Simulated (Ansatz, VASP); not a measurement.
One calculation of BaMgPF, two programs

```
Ba P Mg F
1.0
     4.31840    0.00000    0.00000
     0.00000    4.31840    0.00000
     0.00000    0.00000    9.52142
Ba P Mg F
2 2 2 2
Direct
  0.50000 0.00000 0.15958
  0.00000 0.50000 0.84042
  0.50000 0.00000 0.65223
  0.00000 0.50000 0.34777
  0.50000 0.50000 0.50000
  0.00000 0.00000 0.50000
  0.50000 0.50000 0.00000
  0.00000 0.00000 0.00000
```

Alike in both runs: functional r2SCAN; k mesh 6 × 6 × 4; occupations gaussian, width 0.02 eV; no spin polarisation.

Ansatz relaxed the structure, and its values are those at the end. VASP's run is a single point on that final structure, the one shown.

|  | VASP | Ansatz |
| --- | --- | --- |
| version | VASP 6.6.1 | Ansatz 0.2.0 |
| potentials or method | VASP PAW PBE potentials, release 64 (Ba_sv, P, Mg, F), cutoff 520 eV | scalar-relativistic, plane waves, PAW |
| valence electrons in the cell | 48 | 64 |

```tsv
	VASP	Ansatz	Ansatz less VASP
gap on the k mesh at the Fermi level (eV)	2.12	2.13	+0.016
least direct gap on the mesh (eV)	2.12	2.13	+0.016
pressure (GPa)	0.4	0.0	-0.42
rms of the force components (eV/Å)	0.042	0.000	-0.0414
```

VASP's potentials were made for PBE, not for r2SCAN. The functional is the same, so the differences come from potentials, cutoffs and numerics. VASP's potentials hold 48 valence electrons a cell and Ansatz's 64, so a difference there can come from the potentials and not from the codes.

Neither program's run includes spin-orbit coupling.
